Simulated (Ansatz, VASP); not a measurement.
## Be4ZnSe in VASP and in Ansatz

```
Be Zn Se
1.0
     3.23938   -1.85799   -0.00540
     3.23938    1.85799   -0.00540
    -0.05404    0.00000    6.56824
Be Zn Se
4 1 1
Direct
  0.37388 0.37388 0.79998
  0.73823 0.73823 0.59164
  0.73180 0.73180 0.28250
  0.39803 0.39803 0.45775
  0.06691 0.06691 0.42694
  0.70394 0.70394 0.94119
```

Change from the starting cell: species swapped into the NbVO4 type (P1, No. 1).

Alike in both runs: functional PBE; k mesh 10 × 10 × 6; occupations gaussian, width 0.1 eV; no spin polarisation.

Ansatz relaxed the structure, and its values are those at the end. VASP's run is a single point on that final structure, the one shown.

```csv
,VASP,Ansatz
version,VASP 6.6.1,Ansatz 0.2.0
potentials or method,"VASP PAW PBE potentials, release 64 (Be, Zn, Se), cutoff 520 eV","scalar-relativistic, plane waves, PAW"
valence electrons in the cell,26,36
```

|  | VASP | Ansatz | Ansatz less VASP |
| --- | --- | --- | --- |
| gap on the k mesh at the Fermi level (eV) | none | none | - |
| pressure (GPa) | 0.2 | 0.0 | -0.19 |
| rms of the force components (eV/Å) | 0.004 | 0.003 | -0.0009 |

A gap of «none» marks a metal or a gap that the smearing closes. VASP's potentials hold 26 valence electrons a cell and Ansatz's 36, so a difference there can come from the potentials and not from the codes.
